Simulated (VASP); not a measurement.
# Nb (Pm-3m) in VASP: notebook

Runs on Nb. Level: revPBE. Tasks: single point.

All numbers are computed with VASP 6.6.1; they aren't measurements. Logs are shortened: lines on timing, memory, paths and dates and some standing lists are left out, and cuts for length are marked.

### Step 1. The cell of the first run

It takes space group Pm-3m (No. 221, cubic). Conventional cell: a = 2.733 Å, b = 2.733 Å, c = 2.733 Å, α = 90.00°, β = 90.00°, γ = 90.00°. Within 3.6 Å of Nb (site symmetry m-3m) lie 6 Nb at 2.73 Å.

### Step 2. Single point, revPBE

Contents of INCAR:

```
PREC = Accurate ; ENCUT = 520
EDIFF = 1E-6 ; ISMEAR = -1
SIGMA = 0.1 ; LREAL = F
LASPH = T ; NELM = 100
ALGO = Normal ; ISIF = 2
LWAVE = F ; LCHARG = F
GGA = RE ; NBANDS = 12
```

Contents of KPOINTS:

```
regular mesh
0
Gamma
  13 13 13
```

Contents of POSCAR:

```
Nb
1.0
    2.7327308708      0.0000000000      0.0000000000
    0.0000000000      2.7327308708      0.0000000000
    0.0000000000      0.0000000000      2.7327308708
Nb
1
Direct
    0.0000000000      0.0000000000      0.0000000000
```

Potentials or basis: VASP PAW PBE potentials, release 64 (Nb_sv).

Launch:

```bash
cat potpaw_PBE.64/Nb_sv/POTCAR > POTCAR
mpirun -np 1 vasp_std > vasp.out
```

OUTCAR:

```text
PREC = Accurate
   ENCUT = 520
   EDIFF = 1E-6
   ISMEAR = -1
   LREAL = F
   LASPH = T
   NELM = 100
   ISIF = 2
   GGA = RE

 ion  position               nearest neighbor table
   1  0.000  0.000  0.000-

  LATTYP: Found a simple cubic cell.
 ALAT       =     2.7327308708

  Lattice vectors:

 A1 = (   2.7327308708,   0.0000000000,   0.0000000000)
 A2 = (   0.0000000000,   2.7327308708,   0.0000000000)
 A3 = (   0.0000000000,   0.0000000000,   2.7327308708)

Analysis of symmetry for initial positions (statically):
=====================================================================
 Subroutine PRICEL returns:
 Original cell was already a primitive cell.

 Routine SETGRP: Setting up the symmetry group for a
 simple cubic supercell.

 Subroutine GETGRP returns: Found 48 space group operations
 (whereof 48 operations were pure point group operations)
 out of a pool of 48 trial point group operations.

The static configuration has the point symmetry O_h .

Analysis of symmetry for dynamics (positions and initial velocities):
=====================================================================
 Subroutine PRICEL returns:
 Original cell was already a primitive cell.

 Routine SETGRP: Setting up the symmetry group for a
 simple cubic supercell.

 Subroutine GETGRP returns: Found 48 space group operations
 (whereof 48 operations were pure point group operations)
 out of a pool of 48 trial point group operations.

The dynamic configuration has the point symmetry O_h .

 Subroutine INISYM returns: Found 48 space group operations
 (whereof 48 operations are pure point group operations),
 and found     1 'primitive' translations

----------------------------------------------------------------------------------------

                                     Primitive cell

  volume of cell :      20.4075

  direct lattice vectors                    reciprocal lattice vectors
     2.732730871  0.000000000  0.000000000     0.365934315  0.000000000  0.000000000
     0.000000000  2.732730871  0.000000000     0.000000000  0.365934315  0.000000000
     0.000000000  0.000000000  2.732730871     0.000000000  0.000000000  0.365934315

  length of vectors
     2.732730871  2.732730871  2.732730871     0.365934315  0.365934315  0.365934315

  position of ions in fractional coordinates (direct lattice)
     0.000000000  0.000000000  0.000000000

  ion indices of the primitive-cell ions
   primitive index   ion index
                 1           1

----------------------------------------------------------------------------------------

 KPOINTS: regular mesh

Automatic generation of k-mesh.
 Grid dimensions read from file:
 generate k-points for:   13   13   13

 Generating k-lattice:

  Cartesian coordinates                     Fractional coordinates (reciprocal lattice)
     0.028148793  0.000000000  0.000000000     0.076923077  0.000000000  0.000000000
     0.000000000  0.028148793  0.000000000     0.000000000  0.076923077  0.000000000
     0.000000000  0.000000000  0.028148793     0.000000000  0.000000000  0.076923077

  Length of vectors
     0.028148793  0.028148793  0.028148793

  Shift w.r.t. Gamma in fractional coordinates (k-lattice)
     0.000000000  0.000000000  0.000000000

 Subroutine IBZKPT returns following result:
 ===========================================

 Found     84 irreducible k-points:

 Following reciprocal coordinates:
            Coordinates               Weight
  0.000000  0.000000  0.000000      1.000000
  0.076923  0.000000  0.000000      6.000000
  0.153846  0.000000  0.000000      6.000000
  0.230769  0.000000  0.000000      6.000000
  0.307692  0.000000  0.000000      6.000000
  0.384615  0.000000  0.000000      6.000000
[... 16 lines left out ...]
  0.307692  0.307692  0.000000     12.000000
  0.384615  0.307692  0.000000     24.000000
 [... further k-points ...]
   k-points           NKPTS =     84   k-points in BZ     NKDIM =     84   number of bands    NBANDS=     12
   number of dos      NEDOS =    301   number of ions     NIONS =      1
   total plane-waves  NPLWV =   8000
   dimension x,y,z NGX =    20 NGY =   20 NGZ =   20
   dimension x,y,z NGXF=    40 NGYF=   40 NGZF=   40
   ions per type =               1
   NGX,Y,Z   is equivalent  to a cutoff of  12.17, 12.17, 12.17 a.u.
   NGXF,Y,Z  is equivalent  to a cutoff of  24.33, 24.33, 24.33 a.u.
 SYSTEM =  unknown system
   PREC   = accura    normal or accurate (medium, high low for compatibility)
   ISTART =      0    job   : 0-new  1-cont  2-samecut
   ICHARG =      2    charge: 1-file 2-atom 10-const
   ISPIN  =      1    spin polarized calculation?
   LNONCOLLINEAR =      F non collinear calculations
   LSORBIT =      F    spin-orbit coupling
   LASPH  =      T    aspherical Exc in radial PAW
   ENCUT  =  520.0 eV  38.22 Ry    6.18 a.u.   5.08  5.08  5.08*2*pi/ulx,y,z
   NELM   =    100;   NELMIN=  2; NELMDL= -5     # of ELM steps
   EDIFF  = 0.1E-05   stopping-criterion for ELM
   LREAL  =      F    real-space projection
   EDIFFG = 0.1E-04   stopping-criterion for IOM
   NSW    =      0    number of steps for IOM
   IBRION =     -1    ionic relax: 0-MD 1-quasi-New 2-CG
   NFREE  =      0    steps in history (QN), initial steepest desc. (CG)
   ISIF   =      2    stress and relaxation
   ISYM   =      2    0-nonsym 1-usesym 2-fastsym
   POTIM  = 0.5000    time-step for ionic-motion
   TEBEG  =    0.0;   TEEND  =   0.0 temperature during run
   PSTRESS=    0.0 pullay stress
   NELECT =      13.0000    total number of electrons
   NUPDOWN=      -1.0000    fix difference up-down
   EMIN   =  10.00;   EMAX   =-10.00  energy-range for DOS
   EFERMI =   0.00;   METHOD = LEGACY
   ISMEAR =    -1;   SIGMA  =   0.10  broadening in eV -4-tet -1-fermi 0-gaus
   EFERMI_NEDOS =   21; number of points for ismear=-14 and -15
   IALGO  =     38    algorithm
   IMIX   =      4    mixing-type and parameters
     AMIX     =   0.40;   BMIX     =  1.00
     AMIX_MAG =   1.60;   BMIX_MAG =  1.00
  volume/ion in A,a.u.               =      20.41       137.72
  Fermi-wavevector in a.u.,A,eV,Ry     =   1.408615  2.661897 26.996642  1.984197
  Thomas-Fermi vector in A             =   2.530755
   LORBIT       =      0    0 simple, 1 ext, 2 COOP (PROOUT), +10 PAW based schemes
   GGA     = RE    functional components
   LHFCALC =     F    Hartree Fock is set to
   AEXX    =    0.0000 exact exchange contribution
   IVDW    =     0    specifies the selected vdW correction
   LEPSILON=     F    determine dielectric tensor
   LRPA    =     F    only Hartree local field effects (RPA)
 non-spin polarized calculation
  energy-cutoff  :      520.00
  volume of cell :       20.41
 maximum number of plane-waves:       558
   NGX = 11   NGY = 11   NGZ = 11

 number of electron      12.9999998 magnetization

 Free energy of the ion-electron system (eV)
  ---------------------------------------------------
  ext. energy  EPLUGINS =         0.00000000
  ---------------------------------------------------
  free energy    TOTEN  =        -8.85554050 eV

  energy without entropy =       -8.82230312  energy(sigma->0) =       -8.83892181

 E-fermi :   9.6906     XC(G=0): -11.7009

 val. band max:        9.6748411797   @ k =   0.4615   0.3077   0.2308
 cond. band min:       9.7342849737   @ k =   0.3846   0.3077   0.2308
 fundamental gap:      0.0594437939
 Fermi energy:         9.6906257416

 k-point     1 :       0.0000    0.0000    0.0000
  band No.  band energies     occupation
      1     -45.0343      2.00000
      2     -20.3557      2.00000
      3     -20.3557      2.00000
      4     -20.3557      2.00000
      5       4.1138      2.00000
      6       6.9417      2.00000
      7       6.9417      2.00000
      8      14.6606      0.00000
      9      14.6606      0.00000
     10      14.6607      0.00000
     11      24.1647      0.00000
     12      24.1647      0.00000

 k-point     2 :       0.0769    0.0000    0.0000
  band No.  band energies     occupation
      1     -45.0244      2.00000
      2     -20.4408      2.00000
      3     -20.3485      2.00000
      4     -20.3485      2.00000
      5       4.2804      2.00000
      6       6.9860      2.00000
      7       7.1246      2.00000
      8      14.4048      0.00000
      9      14.4048      0.00000
     10      14.6785      0.00000
     11      23.3393      0.00000
     12      24.5167      0.00000

 k-point     3 :       0.1538    0.0000    0.0000
  band No.  band energies     occupation
      1     -44.9969      2.00000
      2     -20.6721      2.00000
      3     -20.3285      2.00000
      4     -20.3285      2.00000
      5       4.7295      2.00000
      6       7.1119      2.00000
      7       7.6654      2.00000
      8      13.7734      0.00000
      9      13.7734      0.00000
     10      14.7281      0.00000
     11      21.7314      0.00000
     12      25.4193      0.00000
[... 286 lines left out ...]
 k-point    23 :       0.3077    0.3077    0.0000
  band No.  band energies     occupation
      1     -44.8002      2.00000
      2     -21.2062      2.00000
      3     -21.1725      2.00000
      4     -20.1876      2.00000
      5       6.9628      2.00000
      6       8.0321      2.00000
      7      11.1231      0.00000
      8      12.0259      0.00000
      9      12.5888      0.00000
     10      12.8674      0.00000
     11      20.0075      0.00000
     12      22.8021      0.00000

 k-point    24 :       0.3846    0.3077    0.0000
  band No.  band energies     occupation
      1     -44.7660      2.00000
      2     -21.4402      2.00000
      3     -21.1531      2.00000
      4     -20.1634      2.00000
      5       6.8241      2.00000
      6       8.0967      2.00000
      7      11.5702      0.00000
      8      12.2255      0.00000
      9      12.8647      0.00000
     10      13.1756      0.00000
     11      19.1756      0.00000
     12      23.3693      0.00000

 [... further k-points ...]

------------------------ aborting loop because EDIFF is reached ----------------------------------------

  FORCE on cell =-STRESS in cart. coord.  units (eV):
  Direction    XX          YY          ZZ          XY          YZ          ZX
  --------------------------------------------------------------------------------------
  -------------------------------------------------------------------------------------
  Total       -0.0710423     -0.0710423     -0.0710423     -0.0000000      0.0000000     -0.0000000
  in kB       -5.5774702     -5.5774702     -5.5774702     -0.0000000      0.0000000     -0.0000000
  external PRESSURE =      -5.5774702 kB  Pullay stress =       0.0000000 kB

 VOLUME and BASIS-vectors are now :
 -----------------------------------------------------------------------------
  energy-cutoff  :      520.00
  volume of cell :       20.41
      direct lattice vectors                 reciprocal lattice vectors
     2.732730871  0.000000000  0.000000000     0.365934315  0.000000000  0.000000000
     0.000000000  2.732730871  0.000000000     0.000000000  0.365934315  0.000000000
     0.000000000  0.000000000  2.732730871     0.000000000  0.000000000  0.365934315

 POSITION                                       TOTAL-FORCE (eV/Angst)
 -----------------------------------------------------------------------------------
      0.00000      0.00000      0.00000         0.000000      0.000000      0.000000
 -----------------------------------------------------------------------------------
    total drift:                               -0.000000      0.000000      0.000000

  FREE ENERGIE OF THE ION-ELECTRON SYSTEM (eV)
  ---------------------------------------------------
  free  energy   TOTEN  =        -8.8555405041 eV

  energy  without entropy=       -8.8223031165  energy(sigma->0) =       -8.83892181
```

Wall time 11 s (1 thread of Intel Xeon 6975P-C (Granite Rapids), shared host); peak memory 0.13 GiB.

Results:

```yaml
Free_energy: -8.8555 eV
Pressure: -0.6 GPa
```

Levels at points of the mesh, in eV from the Fermi level:
```
           k point  band 3  band 4  band 5  band 6  band 7  band 8  band 9  band 10  band 11  band 12
(0.00, 0.00, 0.00)  -30.05  -30.05   -5.58   -2.75   -2.75    4.97    4.97     4.97    14.47    14.47
```

Caveat: the PAW data sets were made with another functional, which shifts forces and pressure a little.

(Continued in part 2 of 2.)
